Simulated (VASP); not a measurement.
A run of VASP 6.6.1 is set up as follows.

File POSCAR:

```
Ge
1.0
    1.4334557363     -2.6680959893      0.0000000000
    1.4334557363      2.6680959893      0.0000000000
    0.0000000000      0.0000000000      2.7683450392
Ge
1
Direct
    0.5000000000      0.5000000000      0.0000000000
```

The input INCAR.step1:

```
PREC = Accurate
ENCUT = 520
ISMEAR = 1
SIGMA = 0.1
LREAL = False
LASPH = True
NELM = 80
NBANDS = 13
GGA = PE
ALGO = Normal
EDIFF = 1E-4
LWAVE = True
LCHARG = False
```

File INCAR.step2:

```
PREC = Accurate
ENCUT = 520
EDIFF = 1E-7
ISMEAR = 1
SIGMA = 0.1
LREAL = False
LASPH = True
NELM = 80
ALGO = Normal
ISIF = 2
LWAVE = False
LCHARG = False
METAGGA = R2SCAN
LMIXTAU = True
NBANDS = 13
ISTART = 1
```

Contents of KPOINTS:

```
regular mesh
0
Gamma
  12 12 11
```

Potentials or basis: VASP PAW PBE potentials, release 64 (Ge_d).

Launch:

```sh
$ cat potpaw_PBE.64/Ge_d/POTCAR > POTCAR
$ cp INCAR.step1 INCAR
$ mpirun -np 1 vasp_std > vasp.out
$ cp INCAR.step2 INCAR
$ mpirun -np 1 vasp_std > vasp.out
```

Problem. Predict the band gap on the k mesh.

Solution. Zero (bands 7 and 8 overlap by 9.61 eV).

Problem. Estimate the pressure.

Solution. -7.2 GPa.

Stress tensor (GPa, compression positive):
```
-7.21  0.00  0.00
 0.00 -8.78  0.00
 0.00  0.00 -5.68
```

Caveat: the cell stands under tension; the PAW data sets were made with another functional, which shifts forces and pressure a little.
